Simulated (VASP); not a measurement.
Wanted: the native input for a VASP 6.6.1 run.

```
Task                   : single point
Functional             : PBE
Potentials or basis    : VASP PAW PBE potentials, release 64 (Sn_d, Te, Pt)
Cutoff                 : 520 eV
k mesh                 : 3 × 3 × 3
Occupations            : gaussian, width 0.1 eV
Spin                   : no spin polarisation
Dipole correction      : no
Further INCAR settings : ALGO = Normal; EDIFF = 1e-06; NBANDS = 37
```

The structure of Sn2Te3Pt lies in POSCAR:

```
Sn2Te3Pt
1.0
    3.2179241800      1.8578693900      5.0613331700
   -3.2179241800      1.8578693900      5.0613331700
    0.0000000000     -3.7157387800      5.0613331700
Sn Te Pt
2 3 1
Direct
    0.6268090000      0.6268090000      0.6268090000
    0.3731910000      0.3731910000      0.3731910000
    0.0000000000      0.5000000000      0.0000000000
    0.5000000000      0.0000000000      0.0000000000
    0.0000000000      0.0000000000      0.5000000000
    0.0000000000      0.0000000000      0.0000000000
```

The input as run:

INCAR

```
SYSTEM = Sn2Te3Pt
PREC     = Accurate       ! precision mode
ENCUT    = 520            ! plane-wave cutoff, eV
EDIFF    = 1E-6           ! SCF threshold, eV
ISMEAR   = 0              ! smearing method
SIGMA    = 0.1            ! smearing width, eV
LREAL    = .False.        ! projectors in reciprocal space
LASPH    = .True.         ! aspherical terms in the spheres
NELM     = 60             ! most SCF steps
ALGO     = Normal         ! electronic algorithm
ISIF     = 2              ! what is computed and relaxed
LWAVE    = .False.        ! write WAVECAR
LCHARG   = .True.         ! write CHGCAR
GGA      = PE             ! functional
LELF     = .True.         ! ELF
LVHAR    = .True.       
NBANDS   = 37             ! bands
```

KPOINTS

```
regular mesh
0
Gamma
  3 3 3
  0 0 0
```

Potentials or basis: VASP PAW PBE potentials, release 64 (Sn_d, Te, Pt).

Launch:

```sh
$ cat potpaw_PBE.64/Sn_d/POTCAR potpaw_PBE.64/Te/POTCAR potpaw_PBE.64/Pt/POTCAR > POTCAR
$ mpirun -np 1 vasp_std > vasp.out
```

Results of the run:

```yaml
Pressure: -4.8 GPa
Largest_force: 0.149 eV/Å
Band_gap_on_the_k_mesh: zero (band 28 reaches 7.46 eV, above the bottom of band 29 at 6.45 eV)
```

Caveat: the k points lie up to 0.40 Å⁻¹ apart; spin-orbit coupling is left out, which moves the levels of the heavy elements.

It took 57 s on 1 thread of Intel(R) Xeon(R) Platinum 8488C (Sapphire Rapids) (shared host), peak memory 0.33 GiB.
